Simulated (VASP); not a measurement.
**Cu12S: single point with PBE**

The system is Cu12S, a slab with vacuum.

```
Cu S
1.0
     5.13195    0.00000    0.00000
     0.00000    5.13195    0.00000
     0.00000    0.00000   19.02793
Cu S
12 1
Direct
  0.25000 0.25000 0.21022
  0.25000 0.75000 0.21022
  0.75000 0.25000 0.21022
  0.75000 0.75000 0.21022
  0.00000 0.00000 0.30292
  0.00000 0.50000 0.30292
  0.50000 0.00000 0.30292
  0.50000 0.50000 0.30292
  0.25000 0.25000 0.39563
  0.25000 0.75000 0.39563
  0.75000 0.25000 0.39563
  0.75000 0.75000 0.39563
  0.25000 0.33333 0.50077
```

* Program: VASP 6.6.1
* Task: single point
* Functional: PBE
* Potentials or basis: VASP PAW PBE potentials, release 64 (Cu, S)
* Cutoff: 520 eV
* k mesh: 5 × 5 × 1
* Occupations: gaussian, width 0.1 eV
* Spin: no spin polarisation
* Dipole correction: yes
* Further INCAR settings: ALGO = Normal; EDIFF = 1e-06; NBANDS = 81

The largest force is 0.719 eV/Å and the band gap on the k mesh is zero (bands 69 and 70 overlap by 0.65 eV).

Forces on the atoms (eV/Å):
```
Cu   0.000  0.014  0.013
Cu   0.000 -0.015 -0.029
Cu   0.000  0.001 -0.033
Cu   0.000 -0.001 -0.047
Cu   0.030 -0.004 -0.119
Cu  -0.042  0.003 -0.203
Cu  -0.030 -0.004 -0.119
Cu   0.042  0.003 -0.203
Cu   0.000 -0.342 -0.368
Cu   0.000 -0.243  0.676
Cu   0.000  0.048  0.486
Cu   0.000 -0.014 -0.027
S    0.000  0.555 -0.027
```

Levels at points of the mesh, in eV from the Fermi level:
| k point | band 64 | band 65 | band 66 | band 67 | band 68 | band 69 | band 70 | band 71 | band 72 | band 73 |
| --- | --- | --- | --- | --- | --- | --- | --- | --- | --- | --- |
| (0.00, 0.00, 0.00) | -1.14 | -1.12 | -1.02 | -0.25 | -0.21 | -0.05 | -0.05 | 0.08 | 0.75 | 0.79 |

It took 39 min on 1 thread of Intel Xeon 8259CL (shared host), peak memory 0.67 GiB.

With open d or f shells a metallic result of PBE can be an artefact of self-interaction; +U or a hybrid may open a gap.
